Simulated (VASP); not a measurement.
Input of a VASP 6.6.1 run:

INCAR

```
SYSTEM = Rb
PREC = Accurate ; ENCUT = 520
EDIFF = 1E-6 ; ISMEAR = -1
SIGMA = 0.1 ; LREAL = .FALSE.
LASPH = .TRUE. ; NELM = 100
ALGO = Normal ; ISIF = 2
LWAVE = .FALSE. ; LCHARG = .FALSE.
NBANDS = 10
```

File KPOINTS:

```
regular mesh
0
G
  8 8 8
  0 0 0
```

The input POSCAR:

```
Rb
1.0
    0.0000000000      3.3967937365      3.3967937365
    3.3967937365      0.0000000000      3.3967937365
    3.3967937365      3.3967937365      0.0000000000
Rb
1
Direct
    0.0000000000      0.0000000000      0.0000000000
```

Potentials or basis: VASP PAW LDA potentials, release 64 (Rb_sv).

Command:

```console
$ cat potpaw_LDA.64/Rb_sv/POTCAR > POTCAR
$ mpirun -np 1 vasp_std > vasp.out
```

Q: What does it give for the pressure?

A: 0.0 GPa.

Q: Predict the band gap on the k mesh.

A: Zero (an odd number of electrons rules out a gap without spin polarisation).
